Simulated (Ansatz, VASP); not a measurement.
## Hg in VASP and in Ansatz

```
CELL_PARAMETERS angstrom
2.89432 0.00000 0.00000
0.00000 2.89432 0.00000
0.00000 0.00000 2.89432
ATOMIC_POSITIONS crystal
Hg 0.00000 0.00000 0.00000
```

Alike in both runs: task single point; functional LDA; k mesh 18 × 18 × 18; occupations fermi-dirac, width 0.1 eV; no spin polarisation.

|  | VASP | Ansatz |
| --- | --- | --- |
| version | VASP 6.6.1 | Ansatz 0.2.0 |
| potentials or method | VASP PAW LDA potentials, release 64 (Hg), cutoff 520 eV | plane waves (420 eV) with PAW, scalar-relativistic |
| valence electrons in the cell | 12 | 20 |

```csv
,VASP,Ansatz,Ansatz less VASP
pressure (GPa),0.7,-0.1,-0.76
```

Ansatz warns that its potentials were made for another functional, while VASP's fit it. LDA's correlation is that of Perdew and Zunger in VASP and of Perdew and Wang (1992) in Ansatz. VASP's potentials hold 12 valence electrons a cell and Ansatz's 20, so a difference there can come from the potentials and not from the codes.

Spin-orbit coupling is off throughout.
